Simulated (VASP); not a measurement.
# TiNi (P4/nmm) in VASP: further runs

The runs below take TiNi through single point, with PBEsol.

Everything below comes from runs of VASP 6.6.1. Logs are shortened: lines on timing, memory, paths and dates and some standing lists are left out, and cuts for length are marked.

## (1) The cell of the first run

The structure is tetragonal, space group P4/nmm (No. 129). The conventional cell has a = 3.847 Å, b = 3.847 Å, c = 3.660 Å, α = 90.00°, β = 90.00°, γ = 90.00°. Within 3.4 Å of Ti (site symmetry 4mm) lie 8 Ni at 2.61 to 2.70 Å and 4 Ti at 2.72 Å. Ni (site symmetry -4m2) has 8 Ti at 2.61 to 2.70 Å and 4 Ni at 2.72 Å within 3.4 Å.

## (2) Single point, PBEsol, collinear spin, antiferromagnetic start

Contents of INCAR:

```
SYSTEM = TiNi
ALGO = Normal
EDIFF = 1E-7
ENCUT = 520
GGA = PS
ISIF = 2
ISMEAR = -1
ISPIN = 2
LASPH = .TRUE.
LCHARG = .FALSE.
LMAXMIX = 4
LORBIT = 11
LREAL = .FALSE.
LWAVE = .FALSE.
MAGMOM = 0 0 1.5 -1.5
NBANDS = 34
NELM = 150
PREC = Accurate
SIGMA = 0.1
```

Contents of KPOINTS:

```
k-points
0
G
  6 6 6
  0 0 0
```

Contents of POSCAR:

```
TiNi
1.0
    3.8472576383      0.0000000000      0.0000000000
    0.0000000000      3.8472576383      0.0000000000
    0.0000000000      0.0000000000      3.6603318276
Ti Ni
2 2
Direct
    0.0000000000      0.5000000000      0.4808010000
    0.5000000000      0.0000000000      0.5191990000
    0.5000000000      0.5000000000      0.0000000000
    0.0000000000      0.0000000000      0.0000000000
```

Potentials or basis: VASP PAW PBE potentials, release 64 (Ti_sv, Ni).

Run with:

```sh
$ cat potpaw_PBE.64/Ti_sv/POTCAR potpaw_PBE.64/Ni/POTCAR > POTCAR
$ mpirun -np 1 vasp_std > vasp.out
```

OUTCAR:

```text
SYSTEM = TiNi
   EDIFF = 1E-7
   ENCUT = 520
   GGA = PS
   ISIF = 2
   ISMEAR = -1
   ISPIN = 2
   LASPH = .TRUE.
   LORBIT = 11
   LREAL = .FALSE.
   NELM = 150
   PREC = Accurate

 ion  position               nearest neighbor table
   1  0.000  0.500  0.481-   3 2.61   4 2.61   4 2.61   3 2.61   4 2.70   3 2.70   3 2.70   4 2.70
                             2 2.72   2 2.72   2 2.72   2 2.72
   2  0.500  0.000  0.519-   3 2.61   4 2.61   3 2.61   4 2.61   3 2.70   3 2.70   4 2.70   4 2.70
                             1 2.72   1 2.72   1 2.72   1 2.72
   3  0.500  0.500  0.000-   1 2.61   2 2.61   2 2.61   1 2.61   2 2.70   2 2.70   1 2.70   1 2.70
                             4 2.72   4 2.72   4 2.72   4 2.72
   4  0.000  0.000  0.000-   1 2.61   2 2.61   1 2.61   2 2.61   2 2.70   1 2.70   2 2.70   1 2.70
                             3 2.72   3 2.72   3 2.72   3 2.72

  LATTYP: Found a simple tetragonal cell.
 ALAT       =     3.8472576383
 C/A-ratio  =     0.9514132329

  Lattice vectors:

 A1 = (   3.8472576383,   0.0000000000,   0.0000000000)
 A2 = (   0.0000000000,   3.8472576383,   0.0000000000)
 A3 = (   0.0000000000,   0.0000000000,   3.6603318276)

Analysis of symmetry for initial positions (statically):
=====================================================================
 Subroutine PRICEL returns:
 Original cell was already a primitive cell.

 Routine SETGRP: Setting up the symmetry group for a
 simple tetragonal supercell.

 Subroutine GETGRP returns: Found 16 space group operations
 (whereof  8 operations were pure point group operations)
 out of a pool of 16 trial point group operations.

The static configuration has the point symmetry D_2d.
 The point group associated with its full space group is D_4h.

Analysis of symmetry for dynamics (positions and initial velocities):
=====================================================================
 Subroutine PRICEL returns:
 Original cell was already a primitive cell.

 Routine SETGRP: Setting up the symmetry group for a
 simple tetragonal supercell.

 Subroutine GETGRP returns: Found 16 space group operations
 (whereof  8 operations were pure point group operations)
 out of a pool of 16 trial point group operations.

The dynamic configuration has the point symmetry D_2d.
 The point group associated with its full space group is D_4h.

Analysis of structural, dynamic, and magnetic symmetry:
=====================================================================
 Subroutine PRICEL returns:
 Original cell was already a primitive cell.

 Routine SETGRP: Setting up the symmetry group for a
 simple tetragonal supercell.

 Subroutine GETGRP returns: Found 16 space group operations
 (whereof  8 operations were pure point group operations)
 out of a pool of 16 trial point group operations.

The overall configuration has the point symmetry D_2d.
 The point group associated with its full space group is D_4h.

 Subroutine INISYM returns: Found 16 space group operations
 (whereof  8 operations are pure point group operations),
 and found     1 'primitive' translations

----------------------------------------------------------------------------------------

                                     Primitive cell

  volume of cell :      54.1780

  direct lattice vectors                    reciprocal lattice vectors
     3.847257638  0.000000000  0.000000000     0.259925405  0.000000000  0.000000000
     0.000000000  3.847257638  0.000000000     0.000000000  0.259925405  0.000000000
     0.000000000  0.000000000  3.660331828     0.000000000  0.000000000  0.273199275

  length of vectors
     3.847257638  3.847257638  3.660331828     0.259925405  0.259925405  0.273199275

  position of ions in fractional coordinates (direct lattice)
     0.000000000  0.500000000  0.480801000
     0.500000000  0.000000000  0.519199000
     0.500000000  0.500000000  0.000000000
     0.000000000  0.000000000  0.000000000

  ion indices of the primitive-cell ions
   primitive index   ion index
                 1           1
                 2           2
                 3           3
                 4           4

----------------------------------------------------------------------------------------

 KPOINTS: k-points

Automatic generation of k-mesh.
 Grid dimensions read from file:
 generate k-points for:    6    6    6

 Generating k-lattice:

  Cartesian coordinates                     Fractional coordinates (reciprocal lattice)
     0.043320901  0.000000000  0.000000000     0.166666667  0.000000000  0.000000000
     0.000000000  0.043320901  0.000000000     0.000000000  0.166666667  0.000000000
     0.000000000  0.000000000  0.045533212     0.000000000  0.000000000  0.166666667

  Length of vectors
     0.043320901  0.043320901  0.045533212

  Shift w.r.t. Gamma in fractional coordinates (k-lattice)
     0.000000000  0.000000000  0.000000000

 Subroutine IBZKPT returns following result:
[... 70 lines left out ...]
   NGX = 15   NGY = 15   NGZ = 13

 number of electron      44.0000034 magnetization       0.0000000

 number of electron      44.0000034 magnetization      -0.0000000

 Free energy of the ion-electron system (eV)
  ---------------------------------------------------
  ext. energy  EPLUGINS =         0.00000000
  ---------------------------------------------------
  free energy    TOTEN  =       -30.31695552 eV

  energy without entropy =      -30.13631887  energy(sigma->0) =      -30.22663720

 E-fermi :   9.0487     XC(G=0): -12.5700

 val. band max:        9.0481087898   @ k =   0.1667   0.1667   0.0000
 cond. band min:       9.0641871692   @ k =   0.3333   0.1667   0.0000
 fundamental gap:      0.0160783794
 Fermi energy:         9.0486778527

 spin component 1

 k-point     1 :       0.0000    0.0000    0.0000
  band No.  band energies     occupation
      1     -47.5702      1.00000
      2     -47.3972      1.00000
      3     -24.1158      1.00000
      4     -24.1158      1.00000
      5     -23.9173      1.00000
      6     -23.7714      1.00000
[... 26 lines left out ...]
     33      18.4461      0.00000
     34      19.5240      0.00000

 k-point     2 :       0.1667    0.0000    0.0000
  band No.  band energies     occupation
      1     -47.5584      1.00000
      2     -47.4086      1.00000
      3     -24.0862      1.00000
      4     -24.0796      1.00000
      5     -23.9068      1.00000
      6     -23.7822      1.00000
[... 26 lines left out ...]
     33      18.8161      0.00000
     34      20.1626      0.00000
[... 775 lines left out ...]
     33      17.2399      0.00000
     34      18.3955      0.00000

 k-point    24 :       0.5000    0.0000    0.3333
  band No.  band energies     occupation
      1     -47.4814      1.00000
      2     -47.4814      1.00000
      3     -23.8942      1.00000
      4     -23.8942      1.00000
      5     -23.8414      1.00000
      6     -23.8414      1.00000
[... 26 lines left out ...]
     33      18.6715      0.00000
     34      18.6715      0.00000

 [... further k-points ...]

 spin component 2

 k-point     1 :       0.0000    0.0000    0.0000
  band No.  band energies     occupation
      1     -47.5702      1.00000
      2     -47.3972      1.00000
      3     -24.1158      1.00000
      4     -24.1158      1.00000
      5     -23.9173      1.00000
      6     -23.7714      1.00000
[... 26 lines left out ...]
     33      18.4461      0.00000
     34      19.5228      0.00000

 k-point     2 :       0.1667    0.0000    0.0000
  band No.  band energies     occupation
      1     -47.5584      1.00000
      2     -47.4086      1.00000
      3     -24.0862      1.00000
      4     -24.0796      1.00000
      5     -23.9068      1.00000
      6     -23.7822      1.00000
[... 26 lines left out ...]
     33      18.8161      0.00000
     34      20.1706      0.00000
[... 775 lines left out ...]
     33      17.2399      0.00000
     34      18.3955      0.00000

 k-point    24 :       0.5000    0.0000    0.3333
  band No.  band energies     occupation
      1     -47.4814      1.00000
      2     -47.4814      1.00000
      3     -23.8942      1.00000
      4     -23.8942      1.00000
      5     -23.8414      1.00000
      6     -23.8414      1.00000
[... 26 lines left out ...]
     33      18.6715      0.00000
     34      18.6715      0.00000

 [... further k-points ...]
[... 5 lines left out ...]
  --------------------------------------------------------------------------------------
  -------------------------------------------------------------------------------------
  Total       -2.0480952     -2.0480952     -3.6466600      0.0000000      0.0000000      0.0000000
  in kB      -60.5672326    -60.5672326   -107.8407390      0.0000000      0.0000000      0.0000000
  external PRESSURE =     -76.3250681 kB  Pullay stress =       0.0000000 kB

 VOLUME and BASIS-vectors are now :
 -----------------------------------------------------------------------------
  energy-cutoff  :      520.00
  volume of cell :       54.18
      direct lattice vectors                 reciprocal lattice vectors
     3.847257638  0.000000000  0.000000000     0.259925405  0.000000000  0.000000000
     0.000000000  3.847257638  0.000000000     0.000000000  0.259925405  0.000000000
     0.000000000  0.000000000  3.660331828     0.000000000  0.000000000  0.273199275

 POSITION                                       TOTAL-FORCE (eV/Angst)
 -----------------------------------------------------------------------------------
      0.00000      1.92363      1.75989         0.000000     -0.000000      0.120734
      1.92363      0.00000      1.90044        -0.000000      0.000000     -0.120734
      1.92363      1.92363      0.00000         0.000000     -0.000000      0.000000
      0.00000      0.00000      0.00000         0.000000      0.000000      0.000000
 -----------------------------------------------------------------------------------
    total drift:                                0.000000      0.000000     -0.000000

  FREE ENERGIE OF THE ION-ELECTRON SYSTEM (eV)
  ---------------------------------------------------
  free  energy   TOTEN  =       -30.3169555202 eV

  energy  without entropy=      -30.1363188700  energy(sigma->0) =      -30.22663720

 total charge

# of ion       s       p       d       tot
------------------------------------------
    1        2.246   6.143   1.916  10.304
    2        2.246   6.143   1.916  10.304
    3        0.541   0.474   8.299   9.314
    4        0.541   0.474   8.299   9.314
--------------------------------------------------
tot          5.575  13.233  20.430  39.238

 magnetization (x)

# of ion       s       p       d       tot
------------------------------------------
    1        0.000   0.000   0.000   0.000
    2        0.000   0.000   0.000   0.000
    3       -0.000   0.000   0.000   0.000
    4        0.000  -0.000  -0.000  -0.000
--------------------------------------------------
tot          0.000   0.000   0.000   0.000
```

Run time: 5 min. Hardware: 1 thread of Intel Xeon 8259CL, shared host; peak memory 0.25 GiB.

What came out:

```yaml
Free_energy: -30.3170 eV
Pressure: -7.6 GPa
Largest_force: 0.121 eV/Å
Band_gap_on_the_k_mesh: zero (filled and empty bands overlap)
Net_moment: 0.00 μB per cell
Valence_electrons_inside_the_program's_atomic_spheres: Ti 10.30; Ni 9.31
```

Forces in eV/Å, atoms in the order of the input:
```
Ti   0.000  0.000  0.121
Ti   0.000  0.000 -0.121
Ni   0.000  0.000  0.000
Ni   0.000  0.000  0.000
```

Levels at points of the mesh, in eV from the Fermi level:
Spin up:
```csv
k point,band 18,band 19,band 20,band 21,band 22,band 23,band 24,band 25,band 26,band 27
"(0.00, 0.00, 0.00)",-1.12,-0.67,-0.35,0.10,0.59,2.09,2.09,2.24,2.33,2.33
"(0.50, 0.00, 0.00)",-2.18,-1.63,-1.63,0.58,0.58,0.84,0.84,1.18,1.18,1.69
"(0.50, 0.50, 0.00)",-1.64,-1.44,-1.44,-0.79,-0.79,-0.34,-0.34,0.49,0.49,1.64
"(0.00, 0.00, 0.50)",-1.57,-1.46,-1.32,-1.32,-1.07,-1.04,-0.67,1.61,2.00,2.00
"(0.50, 0.00, 0.50)",-2.16,-1.67,-1.67,-1.41,-1.41,0.78,0.78,1.33,1.33,1.84
"(0.50, 0.50, 0.50)",-1.82,-0.19,-0.19,-0.07,-0.07,0.21,0.21,0.61,0.61,2.28
```
Spin down:
```tsv
k point	band 20	band 21	band 22	band 23	band 24	band 25
(0.00, 0.00, 0.00)	-0.35	0.10	0.59	2.09	2.09	2.24
(0.50, 0.00, 0.00)	-1.63	0.58	0.58	0.84	0.84	1.18
(0.50, 0.50, 0.00)	-1.44	-0.79	-0.79	-0.34	-0.34	0.49
(0.00, 0.00, 0.50)	-1.32	-1.32	-1.07	-1.04	-0.67	1.61
(0.50, 0.00, 0.50)	-1.67	-1.41	-1.41	0.78	0.78	1.33
(0.50, 0.50, 0.50)	-0.19	-0.07	-0.07	0.21	0.21	0.61
```

Caveat: the cell stands under tension; the moments typed at the start vanished in this run; the PAW data sets were made with another functional, which shifts forces and pressure a little.

## (3) Single point, PBEsol, collinear spin, antiferromagnetic start

This run uses another cell than the first one, of 13.81 Å³/atom.

Contents of INCAR:

```
SYSTEM = TiNi
PREC = Accurate ; ENCUT = 520
EDIFF = 1E-7 ; ISMEAR = -1
SIGMA = 0.1 ; LREAL = .FALSE.
LASPH = .TRUE. ; NELM = 150
ALGO = Normal ; ISIF = 2
LWAVE = .FALSE. ; LCHARG = .FALSE.
ISPIN = 2 ; MAGMOM = 0 0 1.5 -1.5
LORBIT = 11 ; LMAXMIX = 4
GGA = PS ; NBANDS = 34
```

Contents of KPOINTS:

```
regular mesh
0
G
  6 6 6
  0 0 0
```

Contents of POSCAR:

```
TiNi
1.0
    3.8722405308      0.0000000000      0.0000000000
    0.0000000000      3.8722405308      0.0000000000
    0.0000000000      0.0000000000      3.6841008821
Ti Ni
2 2
Direct
    0.0000000000      0.5000000000      0.4808010000
    0.5000000000      0.0000000000      0.5191990000
    0.5000000000      0.5000000000      0.0000000000
    0.0000000000      0.0000000000      0.0000000000
```

Potentials or basis: VASP PAW PBE potentials, release 64 (Ti_sv, Ni).

Run with:

```sh
$ cat potpaw_PBE.64/Ti_sv/POTCAR potpaw_PBE.64/Ni/POTCAR > POTCAR
$ mpirun -np 1 vasp_std > vasp.out
```

Run time: 4.4 min. Hardware: 1 thread of Intel Xeon 8259CL, shared host; peak memory 0.25 GiB.

It converged, with:

```
Free energy                                           : -30.2581 eV
Pressure                                              : -10.2 GPa
Largest force                                         : 0.101 eV/Å
Band gap on the k mesh                                : zero (filled and empty bands overlap)
Net moment                                            : 0.00 μB per cell
Valence electrons inside the program's atomic spheres : Ti 10.28; Ni 9.29
```

Forces in eV/Å, atoms in the order of the input:
```
Ti   0.000  0.000  0.101
Ti   0.000  0.000 -0.101
Ni   0.000  0.000  0.000
Ni   0.000  0.000  0.000
```

Stress tensor (GPa, compression positive):
```
 -8.54   0.00   0.00
  0.00  -8.54   0.00
  0.00   0.00 -13.43
```

Levels at points of the mesh, in eV from the Fermi level:
Spin up:
| k point | band 19 | band 20 | band 21 | band 22 | band 23 | band 24 | band 25 | band 26 |
| --- | --- | --- | --- | --- | --- | --- | --- | --- |
| (0.00, 0.00, 0.00) | -0.66 | -0.34 | 0.09 | 0.58 | 2.04 | 2.04 | 2.19 | 2.29 |
| (0.50, 0.00, 0.00) | -1.59 | -1.59 | 0.57 | 0.57 | 0.82 | 0.82 | 1.16 | 1.16 |
| (0.50, 0.50, 0.00) | -1.40 | -1.40 | -0.77 | -0.77 | -0.32 | -0.32 | 0.46 | 0.46 |
| (0.00, 0.00, 0.50) | -1.43 | -1.28 | -1.28 | -1.04 | -1.00 | -0.66 | 1.57 | 1.95 |
| (0.50, 0.00, 0.50) | -1.63 | -1.63 | -1.38 | -1.38 | 0.76 | 0.76 | 1.30 | 1.30 |
| (0.50, 0.50, 0.50) | -0.19 | -0.19 | -0.07 | -0.07 | 0.21 | 0.21 | 0.57 | 0.57 |
Spin down:
```csv
k point,band 20,band 21,band 22,band 23,band 24,band 25
"(0.00, 0.00, 0.00)",-0.34,0.09,0.58,2.04,2.04,2.19
"(0.50, 0.00, 0.00)",-1.59,0.57,0.57,0.82,0.82,1.16
"(0.50, 0.50, 0.00)",-1.40,-0.77,-0.77,-0.32,-0.32,0.46
"(0.00, 0.00, 0.50)",-1.28,-1.28,-1.04,-1.00,-0.66,1.57
"(0.50, 0.00, 0.50)",-1.63,-1.38,-1.38,0.76,0.76,1.30
"(0.50, 0.50, 0.50)",-0.19,-0.07,-0.07,0.21,0.21,0.57
```

Caveat: the cell stands under tension; the moments typed at the start vanished in this run; the PAW data sets were made with another functional, which shifts forces and pressure a little.

## (4) Single point, PBEsol, collinear spin, antiferromagnetic start

This run uses another cell than the first one, of 14.08 Å³/atom.

Contents of INCAR:

```
PREC     = Accurate       # precision mode
ENCUT    = 520            # plane-wave cutoff, eV
EDIFF    = 1E-6           # SCF threshold, eV
ISMEAR   = -1             # smearing method
SIGMA    = 0.1            # smearing width, eV
LREAL    = False          # projectors in reciprocal space
LASPH    = True           # aspherical terms in the spheres
NELM     = 150            # most SCF steps
ALGO     = Normal         # electronic algorithm
ISIF     = 2              # what is computed and relaxed
LWAVE    = False          # write WAVECAR
LCHARG   = False          # write CHGCAR
ISPIN    = 2              # spin polarisation
MAGMOM   = 0 0 1.5 -1.5   # initial moments
LORBIT   = 11             # projections on sites
LMAXMIX  = 4              # l up to which the mixer works
GGA      = PS             # functional
NBANDS   = 34             # bands
```

Contents of KPOINTS:

```
regular mesh
0
Gamma
  6 6 6
```

Contents of POSCAR:

```
TiNi
1.0
    3.8969051482      0.0000000000      0.0000000000
    0.0000000000      3.8969051482      0.0000000000
    0.0000000000      0.0000000000      3.7075671255
Ti Ni
2 2
Direct
    0.0000000000      0.5000000000      0.4808010000
    0.5000000000      0.0000000000      0.5191990000
    0.5000000000      0.5000000000      0.0000000000
    0.0000000000      0.0000000000      0.0000000000
```

Run with:

```sh
$ cat potpaw_PBE.64/Ti_sv/POTCAR potpaw_PBE.64/Ni/POTCAR > POTCAR
$ mpirun -np 1 vasp_std > vasp.out
```

Wall time 4.3 min (1 thread of Intel Xeon 8259CL, shared host); peak memory 0.26 GiB.

The run converged. Its results:

```yaml
Free_energy: -30.1833 eV
Pressure: -12.5 GPa
Largest_force: 0.083 eV/Å
Band_gap_on_the_k_mesh: zero (filled and empty bands overlap)
Net_moment: 0.00 μB per cell
Valence_electrons_inside_the_program's_atomic_spheres: Ti 10.25; Ni 9.26
```

Forces on the atoms (eV/Å):
```
Ti   0.000  0.000  0.083
Ti   0.000  0.000 -0.083
Ni   0.000  0.000  0.000
Ni   0.000  0.000  0.000
```

Stress tensor (GPa, compression positive):
```
-10.86   0.00   0.00
  0.00 -10.86   0.00
  0.00   0.00 -15.87
```

Levels at points of the mesh, in eV from the Fermi level:
Spin up:
```
           k point  band 19  band 20  band 21  band 22  band 23  band 24  band 25  band 26
(0.00, 0.00, 0.00)    -0.65    -0.33     0.09     0.56     1.99     1.99     2.14     2.25
(0.50, 0.00, 0.00)    -1.56    -1.56     0.56     0.56     0.80     0.80     1.14     1.14
(0.50, 0.50, 0.00)    -1.37    -1.37    -0.74    -0.74    -0.31    -0.31     0.43     0.43
(0.00, 0.00, 0.50)    -1.40    -1.24    -1.24    -1.02    -0.97    -0.65     1.54     1.91
(0.50, 0.00, 0.50)    -1.59    -1.59    -1.35    -1.35     0.75     0.75     1.28     1.28
(0.50, 0.50, 0.50)    -0.19    -0.19    -0.06    -0.06     0.21     0.21     0.54     0.54
```
Spin down:
| k point | band 20 | band 21 | band 22 | band 23 | band 24 | band 25 |
| --- | --- | --- | --- | --- | --- | --- |
| (0.00, 0.00, 0.00) | -0.33 | 0.09 | 0.56 | 1.99 | 1.99 | 2.14 |
| (0.50, 0.00, 0.00) | -1.56 | 0.56 | 0.56 | 0.80 | 0.80 | 1.14 |
| (0.50, 0.50, 0.00) | -1.37 | -0.74 | -0.74 | -0.31 | -0.31 | 0.43 |
| (0.00, 0.00, 0.50) | -1.24 | -1.24 | -1.02 | -0.97 | -0.65 | 1.54 |
| (0.50, 0.00, 0.50) | -1.59 | -1.35 | -1.35 | 0.75 | 0.75 | 1.28 |
| (0.50, 0.50, 0.50) | -0.19 | -0.06 | -0.06 | 0.21 | 0.21 | 0.54 |

Caveat: the stress differs along the axes, from -16 to -11 GPa; the moments typed at the start vanished in this run; the PAW data sets were made with another functional, which shifts forces and pressure a little.

The gap in the log of VASP goes by the Fermi energy; the results here count the filled bands.